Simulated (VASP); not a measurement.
# FeO (R-3m) in VASP: further runs

The runs below take FeO through single point, with BLYP, LDA.

Everything below comes from runs of VASP 6.6.1. Logs are shortened: lines on timing, memory, paths and dates and some standing lists are left out, and cuts for length are marked.

## (1) The cell of the first run

Symmetry: R-3m, No. 166, trigonal system. The conventional cell has a = 3.038 Å, b = 3.038 Å, c = 7.559 Å, α = 90.00°, β = 90.00°, γ = 120.00°. Within 2.9 Å of Fe (site symmetry -3m) lie 6 O at 2.16 Å. Within 2.9 Å of O (site symmetry -3m) lie 6 Fe at 2.16 Å.

## (2) Single point, BLYP, collinear spin, ferromagnetic start

The input, INCAR:

```
SYSTEM = FeO
  PREC = Accurate
  ENCUT = 520
  EDIFF = 1E-7
  ISMEAR = -1
  SIGMA = 0.15
  LREAL = .FALSE.
  LASPH = .TRUE.
  NELM = 150
  ALGO = Normal
  ISIF = 2
  LWAVE = .FALSE.
  LCHARG = .TRUE.
  ISPIN = 2
  MAGMOM = 4.5 0
  LORBIT = 11
  LMAXMIX = 4
  GGA = B5
  ALDAX = 1.0
  AGGAX = 1.0
  AGGAC = 1.0
  ALDAC = 0.0
  LELF = .TRUE.
  LVHAR = .TRUE.
  NBANDS = 18
```

The input, KPOINTS:

```
regular mesh
0
G
  10 10 10
  0 0 0
```

The input, POSCAR:

```
FeO
1.0
    1.5188210000      0.8768920000      2.5195770000
   -1.5188210000      0.8768920000      2.5195770000
    0.0000000000     -1.7537830000      2.5195770000
Fe O
1 1
Direct
    0.0000000000      0.0000000000      0.0000000000
    0.5000000000      0.5000000000      0.5000000000
```

Potentials or basis: VASP PAW PBE potentials, release 64 (Fe, O).

Run with:

```bash
cat potpaw_PBE.64/Fe/POTCAR potpaw_PBE.64/O/POTCAR > POTCAR
mpirun -np 1 vasp_std > vasp.out
```

OUTCAR:

```text
SYSTEM = FeO
   PREC = Accurate
   ENCUT = 520
   EDIFF = 1E-7
   ISMEAR = -1
   LREAL = .FALSE.
   LASPH = .TRUE.
   NELM = 150
   ISIF = 2
   ISPIN = 2
   LORBIT = 11
   GGA = B5

 ion  position               nearest neighbor table
   1  0.000  0.000  0.000-   2 2.16   2 2.16   2 2.16   2 2.16   2 2.16   2 2.16
   2  0.500  0.500  0.500-   1 2.16   1 2.16   1 2.16   1 2.16   1 2.16   1 2.16

  LATTYP: Found a trigonal (rhomboedric) cell.
 ALAT       =     3.0698574997
 COS(alpha) =     0.5104390588

  Lattice vectors:

 A1 = (   1.5188210000,   0.8768920000,   2.5195770000)
 A2 = (  -1.5188210000,   0.8768920000,   2.5195770000)
 A3 = (   0.0000000000,  -1.7537830000,   2.5195770000)

Analysis of symmetry for initial positions (statically):
=====================================================================
 Subroutine PRICEL returns:
 Original cell was already a primitive cell.

 Routine SETGRP: Setting up the symmetry group for a
 trigonal (rhombohedral) supercell.

 Subroutine GETGRP returns: Found 12 space group operations
 (whereof 12 operations were pure point group operations)
 out of a pool of 12 trial point group operations.

The static configuration has the point symmetry D_3d.

Analysis of symmetry for dynamics (positions and initial velocities):
=====================================================================
 Subroutine PRICEL returns:
 Original cell was already a primitive cell.

 Routine SETGRP: Setting up the symmetry group for a
 trigonal (rhombohedral) supercell.

 Subroutine GETGRP returns: Found 12 space group operations
 (whereof 12 operations were pure point group operations)
 out of a pool of 12 trial point group operations.

The dynamic configuration has the point symmetry D_3d.

Analysis of structural, dynamic, and magnetic symmetry:
=====================================================================
 Subroutine PRICEL returns:
 Original cell was already a primitive cell.

 Routine SETGRP: Setting up the symmetry group for a
 trigonal (rhombohedral) supercell.

 Subroutine GETGRP returns: Found 12 space group operations
 (whereof 12 operations were pure point group operations)
 out of a pool of 12 trial point group operations.

The overall configuration has the point symmetry D_3d.

 Subroutine INISYM returns: Found 12 space group operations
 (whereof 12 operations are pure point group operations),
 and found     1 'primitive' translations

[... 115 lines left out ...]
  volume/ion in A,a.u.               =      10.07        67.94
  Fermi-wavevector in a.u.,A,eV,Ry     =   1.450353  2.740770 28.620177  2.103524
  Thomas-Fermi vector in A             =   2.567975
   LORBIT       =     11    0 simple, 1 ext, 2 COOP (PROOUT), +10 PAW based schemes
   GGA     = B5    functional components
   LHFCALC =     F    Hartree Fock is set to
   AEXX    =    0.0000 exact exchange contribution
   IVDW    =     0    specifies the selected vdW correction
   LEPSILON=     F    determine dielectric tensor
   LRPA    =     F    only Hartree local field effects (RPA)
 spin polarized calculation
  energy-cutoff  :      520.00
  volume of cell :       20.13
 maximum number of plane-waves:       556
   NGX = 11   NGY = 11   NGZ = 11

 number of electron      13.9999999 magnetization       3.9593945

 Free energy of the ion-electron system (eV)
  ---------------------------------------------------
  ext. energy  EPLUGINS =         0.00000000
  ---------------------------------------------------
  free energy    TOTEN  =       -13.93337531 eV

  energy without entropy =      -13.80861331  energy(sigma->0) =      -13.87099431

 E-fermi :   6.3886     XC(G=0): -11.5443

 val. band max:        6.3836868592   @ k =   0.3000   0.0000   0.0000
 cond. band min:       6.3894238199   @ k =  -0.3000   0.5000   0.3000
 fundamental gap:      0.0057369606
 Fermi energy:         6.3885844570

 spin component 1

 k-point     1 :       0.0000    0.0000    0.0000
  band No.  band energies     occupation
      1     -14.0790      1.00000
      2       2.6298      1.00000
      3       2.7192      1.00000
      4       2.7263      1.00000
      5       2.7263      1.00000
      6       2.7786      1.00000
[... 493 lines left out ...]
     17      35.1369      0.00000
     18      35.8801      0.00000

 [... further k-points ...]

 spin component 2

 k-point     1 :       0.0000    0.0000    0.0000
  band No.  band energies     occupation
      1     -13.5539      1.00000
      2       3.1853      1.00000
      3       3.2873      1.00000
      4       3.2873      1.00000
      5       5.6505      0.99276
      6       5.7323      0.98757
[... 493 lines left out ...]
     17      35.6651      0.00000
     18      36.3678      0.00000

 [... further k-points ...]

------------------------ aborting loop because EDIFF is reached ----------------------------------------

  FORCE on cell =-STRESS in cart. coord.  units (eV):
  Direction    XX          YY          ZZ          XY          YZ          ZX
  --------------------------------------------------------------------------------------
  -------------------------------------------------------------------------------------
  Total        0.8351381      0.8351380      0.6869780      0.0000000      0.0000001      0.0000000
  in kB       66.4565012     66.4564941     54.6665902      0.0000000      0.0000072      0.0000000
  external PRESSURE =      62.5265285 kB  Pullay stress =       0.0000000 kB

 VOLUME and BASIS-vectors are now :
 -----------------------------------------------------------------------------
  energy-cutoff  :      520.00
  volume of cell :       20.13
      direct lattice vectors                 reciprocal lattice vectors
     1.518821000  0.876892000  2.519577000     0.329202717  0.190065287  0.132297314
    -1.518821000  0.876892000  2.519577000    -0.329202717  0.190065287  0.132297314
     0.000000000 -1.753783000  2.519577000     0.000000000 -0.380130575  0.132297390

 POSITION                                       TOTAL-FORCE (eV/Angst)
 -----------------------------------------------------------------------------------
      0.00000      0.00000      0.00000         0.000000      0.000000     -0.000000
      0.00000      0.00000      3.77937        -0.000000     -0.000000      0.000000
 -----------------------------------------------------------------------------------
    total drift:                               -0.000000      0.000000     -0.000000

  FREE ENERGIE OF THE ION-ELECTRON SYSTEM (eV)
  ---------------------------------------------------
  free  energy   TOTEN  =       -13.9333753103 eV

  energy  without entropy=      -13.8086133065  energy(sigma->0) =      -13.87099431

 total charge

# of ion       s       p       d       tot
------------------------------------------
    1        0.282   0.346   6.125   6.753
    2        1.549   3.457   0.000   5.006
--------------------------------------------------
tot          1.831   3.803   6.125  11.758

 magnetization (x)

# of ion       s       p       d       tot
------------------------------------------
    1        0.023   0.017   3.526   3.566
    2        0.030   0.279   0.000   0.310
--------------------------------------------------
tot          0.053   0.297   3.526   3.875
```

Wall time 2.4 min (1 thread of Intel Xeon 8259CL, shared host); peak memory 0.2 GiB.

Results:

| Item | Value |
| --- | --- |
| Free energy | -13.9334 eV |
| Pressure | 6.3 GPa |
| Net moment | 3.96 μB per cell |
| Site moments | Fe +3.57; O +0.31 μB |
| Valence electrons inside the program's atomic spheres | Fe 6.75; O 5.01 |

Caveat: the cell stands under pressure; the PAW data sets were made with another functional, which shifts forces and pressure a little; a cell with one magnetic atom can't hold antiferromagnetic order, which such compounds often take; semilocal functionals often make such compounds metallic where correlation or magnetic order opens a gap, which also shifts bond lengths. With open d or f shells a metallic result of BLYP can be an artefact of self-interaction; +U or a hybrid may open a gap.

## (3) Single point, LDA, collinear spin, ferromagnetic start

The input, INCAR:

```
SYSTEM = FeO
PREC = Accurate
ENCUT = 520
EDIFF = 1E-6
ISMEAR = -1
SIGMA = 0.15
LREAL = .FALSE.
LASPH = .TRUE.
NELM = 150
ALGO = Normal
ISIF = 2
LWAVE = .FALSE.
LCHARG = .FALSE.
ISPIN = 2
MAGMOM = 4.5 0
LORBIT = 11
LMAXMIX = 4
GGA = CA
NBANDS = 18
```

The input, KPOINTS:

```
Automatic mesh
0
G
  10 10 10
  0 0 0
```

POSCAR is that of step 2.

Potentials or basis: VASP PAW LDA potentials, release 64 (Fe, O).

Run with:

```bash
cat potpaw_LDA.64/Fe/POTCAR potpaw_LDA.64/O/POTCAR > POTCAR
mpirun -np 1 vasp_std > vasp.out
```

OUTCAR:

```text
SYSTEM = FeO
   PREC = Accurate
   ENCUT = 520
   EDIFF = 1E-6
   ISMEAR = -1
   LREAL = .FALSE.
   LASPH = .TRUE.
   NELM = 150
   ISIF = 2
   ISPIN = 2
   LORBIT = 11
   GGA = CA

 ion  position               nearest neighbor table
   1  0.000  0.000  0.000-   2 2.16   2 2.16   2 2.16   2 2.16   2 2.16   2 2.16
   2  0.500  0.500  0.500-   1 2.16   1 2.16   1 2.16   1 2.16   1 2.16   1 2.16

  LATTYP: Found a trigonal (rhomboedric) cell.
 ALAT       =     3.0698574997
 COS(alpha) =     0.5104390588

  Lattice vectors:

 A1 = (   1.5188210000,   0.8768920000,   2.5195770000)
 A2 = (  -1.5188210000,   0.8768920000,   2.5195770000)
 A3 = (   0.0000000000,  -1.7537830000,   2.5195770000)

Analysis of symmetry for initial positions (statically):
=====================================================================
 Subroutine PRICEL returns:
 Original cell was already a primitive cell.

 Routine SETGRP: Setting up the symmetry group for a
 trigonal (rhombohedral) supercell.

 Subroutine GETGRP returns: Found 12 space group operations
 (whereof 12 operations were pure point group operations)
 out of a pool of 12 trial point group operations.

The static configuration has the point symmetry D_3d.

Analysis of symmetry for dynamics (positions and initial velocities):
=====================================================================
 Subroutine PRICEL returns:
 Original cell was already a primitive cell.

 Routine SETGRP: Setting up the symmetry group for a
 trigonal (rhombohedral) supercell.

 Subroutine GETGRP returns: Found 12 space group operations
 (whereof 12 operations were pure point group operations)
 out of a pool of 12 trial point group operations.

The dynamic configuration has the point symmetry D_3d.

Analysis of structural, dynamic, and magnetic symmetry:
=====================================================================
 Subroutine PRICEL returns:
 Original cell was already a primitive cell.

 Routine SETGRP: Setting up the symmetry group for a
[... 148 lines left out ...]
  ---------------------------------------------------
  free energy    TOTEN  =       -16.45363007 eV

  energy without entropy =      -16.31817150  energy(sigma->0) =      -16.38590078

 E-fermi :   5.7365     XC(G=0): -12.5946

 val. band max:        5.7294679690   @ k =  -0.3000   0.4000   0.2000
 cond. band min:       5.7397793423   @ k =   0.0000   0.0000   0.0000
 fundamental gap:      0.0103113733
 Fermi energy:         5.7365116298

 spin component 1

 k-point     1 :       0.0000    0.0000    0.0000
  band No.  band energies     occupation
      1     -14.5811      1.00000
      2       1.9565      1.00000
      3       2.0583      1.00000
      4       2.0583      1.00000
      5       2.1727      1.00000
      6       2.2375      1.00000
[... 493 lines left out ...]
     17      33.9735      0.00000
     18      34.8728      0.00000

 [... further k-points ...]

 spin component 2

 k-point     1 :       0.0000    0.0000    0.0000
  band No.  band energies     occupation
      1     -14.0406      1.00000
      2       2.5262      1.00000
      3       2.6309      1.00000
      4       2.6309      1.00000
      5       4.9728      0.99389
      6       5.0592      0.98918
[... 493 lines left out ...]
     17      34.6431      0.00000
     18      35.5561      0.00000

 [... further k-points ...]

------------------------ aborting loop because EDIFF is reached ----------------------------------------

  FORCE on cell =-STRESS in cart. coord.  units (eV):
  Direction    XX          YY          ZZ          XY          YZ          ZX
  --------------------------------------------------------------------------------------
  -------------------------------------------------------------------------------------
  Total       -2.0366860     -2.0366858     -2.1763177      0.0000000     -0.0000003     -0.0000000
  in kB     -162.0702267   -162.0702095   -173.1814811      0.0000000     -0.0000229     -0.0000000
  external PRESSURE =    -165.7739724 kB  Pullay stress =       0.0000000 kB

 VOLUME and BASIS-vectors are now :
 -----------------------------------------------------------------------------
  energy-cutoff  :      520.00
  volume of cell :       20.13
      direct lattice vectors                 reciprocal lattice vectors
     1.518821000  0.876892000  2.519577000     0.329202717  0.190065287  0.132297314
    -1.518821000  0.876892000  2.519577000    -0.329202717  0.190065287  0.132297314
     0.000000000 -1.753783000  2.519577000     0.000000000 -0.380130575  0.132297390

 POSITION                                       TOTAL-FORCE (eV/Angst)
 -----------------------------------------------------------------------------------
      0.00000      0.00000      0.00000        -0.000000      0.000000      0.000000
      0.00000      0.00000      3.77937         0.000000     -0.000000     -0.000000
 -----------------------------------------------------------------------------------
    total drift:                               -0.000000      0.000000     -0.000000

  FREE ENERGIE OF THE ION-ELECTRON SYSTEM (eV)
  ---------------------------------------------------
  free  energy   TOTEN  =       -16.4536300661 eV

  energy  without entropy=      -16.3181714988  energy(sigma->0) =      -16.38590078

 total charge

# of ion       s       p       d       tot
------------------------------------------
    1        0.291   0.359   6.114   6.764
    2        1.545   3.401   0.000   4.946
--------------------------------------------------
tot          1.836   3.760   6.114  11.710

 magnetization (x)

# of ion       s       p       d       tot
------------------------------------------
    1        0.024   0.021   3.460   3.505
    2        0.030   0.264   0.000   0.294
--------------------------------------------------
tot          0.054   0.285   3.460   3.799
```

stdout:

```text
POSCAR found type information on POSCAR FeO
 POSCAR found :  2 types and       2 ions
 scaLAPACK will be used
 LDA part: xc-table for (Slater(with rela. corr.)+CA(PZ))
 , standard interpolation
 POSCAR, INCAR and KPOINTS ok, starting setup
 FFT: planning ... GRIDC
 FFT: planning ... GRID_SOFT
 FFT: planning ... GRID
 WAVECAR not read
 entering main loop
```

Run time: 99 s. Hardware: 1 thread of Intel Xeon 8259CL, shared host; peak memory 0.18 GiB.

Results:

```
Free energy                                           : -16.4536 eV
Pressure                                              : -16.6 GPa
Net moment                                            : 3.90 μB per cell
Site moments                                          : Fe +3.50; O +0.29 μB
Valence electrons inside the program's atomic spheres : Fe 6.76; O 4.95
```

Caveat: the cell stands under tension; a cell with one magnetic atom can't hold antiferromagnetic order, which such compounds often take; semilocal functionals often make such compounds metallic where correlation or magnetic order opens a gap, which also shifts bond lengths. With open d or f shells a metallic result of LDA can be an artefact of self-interaction; +U or a hybrid may open a gap.
